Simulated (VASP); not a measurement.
Set up this calculation in VASP 6.6.1, as the native input.

- Task: single point
- Functional: PBE
- Potentials or basis: VASP PAW PBE potentials, release 64 (Na_pv, F)
- Cutoff: 520 eV
- k mesh: 6 × 6 × 6
- Occupations: gaussian, width 0.01 eV
- Spin: no spin polarisation
- Dipole correction: no
- Further INCAR settings: ALGO = Normal; EDIFF = 1e-06; NBANDS = 14

The structure of NaF lies in POSCAR:

```
NaF
1.0
    0.0000000000      2.2971680799      2.2971680799
    2.2971680799      0.0000000000      2.2971680799
    2.2971680799      2.2971680799      0.0000000000
Na F
1 1
Direct
    0.0000000000      0.0000000000      0.0000000000
    0.5000000000      0.5000000000      0.5000000000
```

The input as run:

INCAR

```
PREC = Accurate
ENCUT = 520
EDIFF = 1E-6
ISMEAR = 0
SIGMA = 0.01
LREAL = F
LASPH = T
NELM = 60
ALGO = Normal
ISIF = 2
LWAVE = F
LCHARG = F
GGA = PE
NBANDS = 14
```

KPOINTS

```
regular mesh
0
Gamma
  6 6 6
```

Potentials or basis: VASP PAW PBE potentials, release 64 (Na_pv, F).

Launch:

```console
$ cat potpaw_PBE.64/Na_pv/POTCAR potpaw_PBE.64/F/POTCAR > POTCAR
$ mpirun -np 1 vasp_std > vasp.out
```

It gave:

The pressure is 3.5 GPa and the band gap on the k mesh is 6.44 eV, direct.

Run time: 3.4 s on 1 thread of Intel(R) Xeon(R) Platinum 8259CL CPU @ 2.50GHz (Skylake/Cascade Lake) (shared host), peak memory 0.13 GiB.
